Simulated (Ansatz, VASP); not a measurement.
# One calculation of Rb, two programs

```
Rb
1.0
    -2.95451    2.95451    2.73085
     2.95451   -2.95451    2.73085
     2.95451    2.95451   -2.73085
Rb
1
Cartesian
  0.0000 0.0000 0.0000
```

Alike in both runs: functional PBE0; dispersion D3(BJ); k mesh 4 × 4 × 4; occupations fermi-dirac, width 0.01 eV; non-collinear spin, spin-orbit coupling.

```csv
,VASP,Ansatz
version,VASP 6.6.1,Ansatz 0.2.0
potentials or method,"VASP PAW PBE potentials, release 64 (Rb_sv)",PseudoDojo stringent (PBE files)
plane-wave cutoff (eV),400,626
valence electrons in the cell,9,9
task,single point,atomic charges
```

```tsv
	VASP	Ansatz	Ansatz less VASP
pressure (GPa)	-0.2	-0.2	+0.04
traceless stress, the component that is largest in VASP (GPa)	-0.25	-0.25	+0.001
```

The k mesh is coarse, so the values compare programs but aren't converged.
